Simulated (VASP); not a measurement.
The system is Ga.

```
Ga
1.0
     2.23185   -3.79323    0.00000
     2.23185    3.79323    0.00000
     0.00000    0.00000    4.53464
Ga
4
Direct
  0.84423 0.15577 0.08558
  0.65577 0.34423 0.58558
  0.15577 0.84423 0.91442
  0.34423 0.65577 0.41442
```

Base run:

```yaml
Program: VASP 6.6.1
Functional: r2SCAN
Potentials_or_basis: VASP PAW PBE potentials, release 64 (Ga_d)
Cutoff: 520 eV
k_mesh: 8 × 8 × 7
Occupations: methfessel-paxton, width 0.2 eV
Spin: no spin polarisation
```

Its results: band gap on the k mesh zero (bands 26 and 27 overlap by 1.05 eV); pressure 0.1 GPa; largest force 0.011 eV/Å.

Problem. After a change of settings the same cell gave: band gap on the k mesh zero (bands 26 and 27 overlap by 1.04 eV); pressure 2.1 GPa; largest force 0.071 eV/Å. Which change was it?
A. occupations from methfessel-paxton, width 0.2 eV to methfessel-paxton, width 0.1 eV; further incar settings from ALGO = Normal; EDIFF = 1e-06; NBANDS = 34 to ALGO = Normal; EDIFF = 1e-07; NBANDS = 34
B. occupations from methfessel-paxton, width 0.2 eV to fermi-dirac, width 0.6 eV
C. occupations from methfessel-paxton, width 0.2 eV to fermi-dirac, width 0.01 eV

Solution. B.

Caveats: the PAW data sets were made with another functional, which shifts forces and pressure a little; so wide a smearing shifts energies and pressures (at least some runs).
